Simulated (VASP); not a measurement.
Write the native input for VASP 6.6.1 that does the following.

* Task: G0W0 quasiparticle levels
* Functional: PBE
* Potentials or basis: VASP PAW PBE potentials, release 64 (Ca_sv_GW, O_GW)
* Cutoff: 500 eV
* k mesh: 6 × 6 × 4
* Occupations: gaussian, width 0.01 eV
* Spin: no spin polarisation
* Dipole correction: no
* GW scheme: G0W0
* GW iterations: 1
* Cutoff of the response function: 80
* Frequency points: 96
* Empty bands: 90
* Further INCAR settings: ALGO = EVGW0; EDIFF = 1e-08; NBANDS = 106

Crystal: CaO.

```xyz
4
Lattice="3.3199 0.0000 0.0000 -1.6600 2.8751 0.0000 0.0000 0.0000 5.8143" Properties=species:S:1:pos:R:3 pbc="T T T"
Ca    0.0000    0.0000    0.0000
Ca    0.0000    0.0000    2.9072
O     0.0000    1.9168    1.4536
O     1.6600    0.9584    4.3607
```

One way to write it, as run:

POSCAR

```
CaO
1.0
    3.3199366186      0.0000000000      0.0000000000
   -1.6599683093      2.8751494507      0.0000000000
    0.0000000000      0.0000000000      5.8143085453
Ca O
2 2
Direct
    0.0000000000      0.0000000000      0.0000000000
    0.0000000000      0.0000000000      0.5000000000
    0.3333333333      0.6666666667      0.2500000000
    0.6666666667      0.3333333333      0.7500000000
```

INCAR.step1

```
  ALGO = Normal
  EDIFF = 1E-8
  ENCUT = 500
  GGA = PE
  ISMEAR = 0
  LASPH = T
  LCHARG = F
  LREAL = F
  LWAVE = T
  NELM = 80
  PREC = Accurate
  SIGMA = 0.01
```

INCAR.step2

```
  ALGO = Exact
  EDIFF = 1E-8
  ENCUT = 500
  GGA = PE
  ISMEAR = 0
  ISTART = 1
  LASPH = T
  LCHARG = F
  LOPTICS = T
  LREAL = F
  LWAVE = T
  NBANDS = 106
  NELM = 1
  PREC = Accurate
  SIGMA = 0.01
```

INCAR.step3

```
  ALGO = EVGW0
  EDIFF = 1E-8
  ENCUT = 500
  ENCUTGW = 80.0
  GGA = PE
  ISMEAR = 0
  ISTART = 1
  LASPH = T
  LCHARG = F
  LREAL = F
  LWAVE = F
  NBANDS = 106
  NBANDSGW = 24
  NELMGW = 1
  NOMEGA = 96
  OMEGAMAX = 20
  PREC = Accurate
  PRECFOCK = Fast
  SIGMA = 0.01
```

KPOINTS

```
k-points
0
Gamma
  6 6 4
```

Potentials or basis: VASP PAW PBE potentials, release 64 (Ca_sv_GW, O_GW).

Command:

```sh
$ cat potpaw_PBE.64/Ca_sv_GW/POTCAR potpaw_PBE.64/O_GW/POTCAR > POTCAR
$ cp INCAR.step1 INCAR
$ mpirun -np 1 vasp_std > vasp.out
$ cp INCAR.step2 INCAR
$ mpirun -np 1 vasp_std > vasp.out
$ cp INCAR.step3 INCAR
$ mpirun -np 1 vasp_std > vasp.out
```

It gave:

```json
{"Quasiparticle gap": "6.03 eV", "Least direct quasiparticle gap": "6.03 eV", "Band gap of the starting levels on the mesh": "3.85 eV", "Least direct gap of the starting levels on the mesh": "3.85 eV"}
```

Caveat: the k points lie up to 0.36 Å⁻¹ apart; bands, screening cutoff and mesh are small and nothing is extrapolated, so the quasiparticle values aren't converged.

It took 9.9 min on 1 thread of Intel(R) Xeon(R) 6975P-C (Granite Rapids) (shared host), peak memory 1.1 GiB.
